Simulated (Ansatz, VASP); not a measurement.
## Two plane-wave programs on TaS2

INCAR

```
SYSTEM = TaS2
PREC = Accurate ; ENCUT = 400
EDIFF = 1E-8 ; ISMEAR = -1
SIGMA = 0.03 ; LREAL = .False.
LASPH = .True. ; NELM = 120
ALGO = Normal ; ISIF = 2
LWAVE = .False. ; LCHARG = .False.
GGA = CA ; LEFG = .True.
NBANDS = 18 ; GGA_COMPAT = .False.
```

File KPOINTS:

```
regular mesh
0
Gamma
  9 9 5
  0 0 0
```

Contents of POSCAR:

```
TaS2
1.0
    3.3387980164      0.0000000000      0.0000000000
   -1.6693990082      2.8914839004      0.0000000000
    0.0000000000      0.0000000000      5.8404011914
Ta S
1 2
Direct
    0.0000000000      0.0000000000      0.0000000000
    0.3333333333      0.6666666667      0.2500000000
    0.6666666667      0.3333333333      0.7500000000
```

Input for Ansatz:

```yaml
crystal:
  lattice:
    - [3.3387980164, 0.0, 0.0]
    - [-1.6693990082, 2.8914839004, 0.0]
    - [0.0, 0.0, 5.8404011914]
  atoms:
    - { symbol: Ta, position: [0.0, 0.0, 0.0] }
    - { symbol: S, position: [0.3333333333, 0.6666666667, 0.25] }
    - { symbol: S, position: [0.6666666667, 0.3333333333, 0.75] }
kpoints:
  mp_grid: { grid: [9, 9, 5] }
scf:
  occupations: { method: fermi_dirac, width: 0.03 }
hamiltonian:
  xc: lda
  pseudopotentials: { kind: paw }
output:
  forces: true
  stress: true
  eigenvalues: true
  efg: { contact_densities: true }
```

Change from the starting cell: volume scaled by 0.99, PAW files.

Alike in both runs: task electric field gradients; functional LDA; k mesh 9 × 9 × 5; occupations fermi-dirac, width 0.03 eV; no spin polarisation.

```csv
,VASP,Ansatz
version,VASP 6.6.1,Ansatz 0.2.0
potentials or method,"VASP PAW LDA potentials, release 64 (Ta_pv, S)","PAW with Ansatz's default frozen-core files, scalar-relativistic"
plane-wave cutoff (eV),400,420
valence electrons in the cell,23,25
```

|  | VASP | Ansatz | Ansatz less VASP |
| --- | --- | --- | --- |
| pressure (GPa) | 3.2 | 2.9 | -0.33 |
| traceless stress, the component that is largest in VASP (GPa) | 3.45 | 3.42 | -0.027 |
| rms of the force components (eV/Å) | 0.473 | 0.450 | -0.0237 |
| size of Vzz on the site where it differs most (V/Å²) | 148.5 | 181.2 | +32.68 |

LDA's correlation is that of Perdew and Zunger in VASP and of Perdew and Wang (1992) in Ansatz. Atom by atom the forces differ by 0.024 eV/Å (rms over components). VASP's potentials hold 23 valence electrons a cell and Ansatz's 25, so a difference there can come from the potentials and not from the codes.

Spin-orbit coupling is off throughout.
